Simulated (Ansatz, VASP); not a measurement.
BeS2: VASP beside Ansatz

```xyz
6
Lattice="4.6819 0.0000 0.0000 0.0000 4.6819 0.0000 0.0000 0.0000 5.5628" Properties=species:S:1:pos:R:3 pbc="T T T"
Be    0.0000    0.0000    0.0000
Be    2.3410    2.3410    0.0000
S     3.9338    1.5929    1.1495
S     0.7481    3.0890    1.1495
S     1.5929    0.7481    4.4133
S     3.0890    3.9338    4.4133
```

Alike in both runs: task relaxation of cell and atoms; functional PBE; k mesh 6 × 6 × 6; occupations gaussian, width 0.02 eV; no spin polarisation.

|  | VASP | Ansatz |
| --- | --- | --- |
| version | VASP 6.6.1 | Ansatz 0.2.0 |
| potentials or method | VASP PAW PBE potentials, release 64 (Be, S), cutoff 600 eV | scalar-relativistic, plane waves, PAW |
| valence electrons in the cell | 28 | 28 |

```tsv
	VASP	Ansatz	Ansatz less VASP
gap on the k mesh at the Fermi level, each at its own relaxed structure (eV)	2.44	2.41	-0.036
relaxed volume (Å³/atom)	21.15	21.47	+0.311
relaxed length of the cell vector where the two differ most in proportion (Å)	5.803	5.891	+0.0874
```
